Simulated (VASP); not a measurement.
Set up this calculation in VASP 6.6.1, as the native input.

```yaml
Task: single point
Functional: PBE
Potentials_or_basis: VASP PAW PBE potentials, release 64 (Al, Ru_pv)
Cutoff: 520 eV
k_mesh: 18 × 18 × 18
Occupations: gaussian, width 0.15 eV
Spin: no spin polarisation
Dipole_correction: no
Further_INCAR_settings: ALGO = Fast; EDIFF = 1e-06; NBANDS = 16
```

The structure of AlRu lies in POSCAR:

```
AlRu
1.0
    3.1409831774     -0.6281966355     -0.6281966355
   -0.6281966355      3.1409831774     -0.6281966355
   -0.6281966355     -0.6281966355      3.1409831774
Al Ru
1 1
Direct
    0.0000000000      0.0000000000      0.0000000000
    0.5000000000      0.5000000000      0.5000000000
```

This cell differs from its parent crystal: ratio of the length along [111] to the lengths across it x 0.5, volume and fractional coordinates fixed.

The input as run:

INCAR

```
SYSTEM = AlRu
PREC     = Accurate       ! precision mode
ENCUT    = 520            ! plane-wave cutoff, eV
EDIFF    = 1E-6           ! SCF threshold, eV
ISMEAR   = 0              ! smearing method
SIGMA    = 0.15           ! smearing width, eV
LREAL    = .False.        ! projectors in reciprocal space
LASPH    = .True.         ! aspherical terms in the spheres
NELM     = 100            ! most SCF steps
ALGO     = Fast           ! electronic algorithm
ISIF     = 2              ! what is computed and relaxed
LWAVE    = .False.        ! write WAVECAR
LCHARG   = .False.        ! write CHGCAR
GGA      = PE             ! functional
NBANDS   = 16             ! bands
```

KPOINTS

```
regular mesh
0
Gamma
  18 18 18
  0 0 0
```

Potentials or basis: VASP PAW PBE potentials, release 64 (Al, Ru_pv).

The run is started by

```console
$ cat potpaw_PBE.64/Al/POTCAR potpaw_PBE.64/Ru_pv/POTCAR > POTCAR
$ mpirun -np 1 vasp_std > vasp.out
```

It gave:

```yaml
Pressure: 168.4 GPa
```

It took 2.1 min on 1 thread of Intel Xeon 6975P-C, with other jobs on the host, peak memory 0.34 GiB.
